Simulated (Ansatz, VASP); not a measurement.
Two plane-wave programs on GaN

```xyz
2
Lattice="-0.0112 2.2490 2.2490 2.2490 -0.0112 2.2490 2.2377 2.2377 0.0000" Properties=species:S:1:pos:R:3 pbc="T T T"
Ga    0.0000    0.0000   -0.0033
N     1.1189    1.1189    1.1277
```

Change from the starting cell: shear_xy strain -1.0%.

Alike in both runs: task single point; functional r2SCAN; k mesh 10 × 10 × 10; no spin polarisation.

```csv
,VASP,Ansatz
version,VASP 6.6.1,Ansatz 0.2.0
potentials or method,"VASP PAW PBE potentials, release 64 (Ga_d, N)","plane waves, PAW"
plane-wave cutoff (eV),520,500
occupations,"gaussian, width 0.01 eV",fixed
valence electrons in the cell,18,18
```

|  | VASP | Ansatz | Ansatz less VASP |
| --- | --- | --- | --- |
| gap on the k mesh at the Fermi level (eV) | 2.12 | 2.13 | +0.009 |
| pressure (GPa) | 1.1 | 0.0 | -1.11 |
| traceless stress, the component that is largest in VASP (GPa) | 1.61 | 1.62 | +0.004 |

VASP's potentials were made for PBE, not for r2SCAN.
